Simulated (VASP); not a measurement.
Runs of VASP 6.6.1 on TiAl. The structure is that of space group P-6m2 (No. 187), or close to it. The cells are those of the table. 

```tsv
cell	further INCAR settings	gap on the mesh (eV)	pressure (GPa)	largest force (eV/Å)
a = 2.867, b = 2.878, c = 4.678 Å, angles 90.0, 90.0, 119.9°, 2 atoms	ALGO = Fast; EDIFF = 1e-07; NBANDS = 14	none	-3.3	0.01
a = 2.867, b = 2.889, c = 4.678 Å, angles 90.0, 90.0, 119.8°, 2 atoms	ALGO = Fast; EDIFF = 1e-06; NBANDS = 14	none	-3.8	0.03
a = 2.867, b = 2.824, c = 4.678 Å, angles 90.0, 90.0, 120.5°, 2 atoms	ALGO = Fast; EDIFF = 1e-07; NBANDS = 14	none	(b)	0.06
a = 2.867, b = 2.835, c = 4.678 Å, angles 90.0, 90.0, 120.4°, 2 atoms	ALGO = Fast; EDIFF = 1e-07; NBANDS = 14	none	-1.4	0.05
a = 2.867, b = 2.857, c = 4.678 Å, angles 90.0, 90.0, 120.1°, 2 atoms	ALGO = Fast; EDIFF = 1e-07; NBANDS = 14	none	-2.4	0.02
a = 2.867, b = 2.846, c = 4.678 Å, angles 90.0, 90.0, 120.2°, 2 atoms	ALGO = Fast; EDIFF = 1e-07; NBANDS = 14	none	(a)	0.03
a = 2.867, b = 2.900, c = 4.678 Å, angles 90.0, 90.0, 119.6°, 2 atoms	ALGO = Fast; EDIFF = 1e-06; NBANDS = 14	none	-4.3	0.04
```

Alike in all rows: task single point; level PBEsol; potentials or basis VASP PAW PBE potentials, release 64 (Ti_sv, Al); no spin polarisation; k mesh 18 × 18 × 10; cutoff (eV) 520; smearing gaussian 0.15 eV.

Problem. Estimate the missing entries.

Solution. (a) -1.9; (b) -0.9.

Caveats: the PAW data sets were made with another functional, which shifts forces and pressure a little; the cell stands under tension (at least some runs).

A gap of «none» marks levels without a gap at the run's occupations.
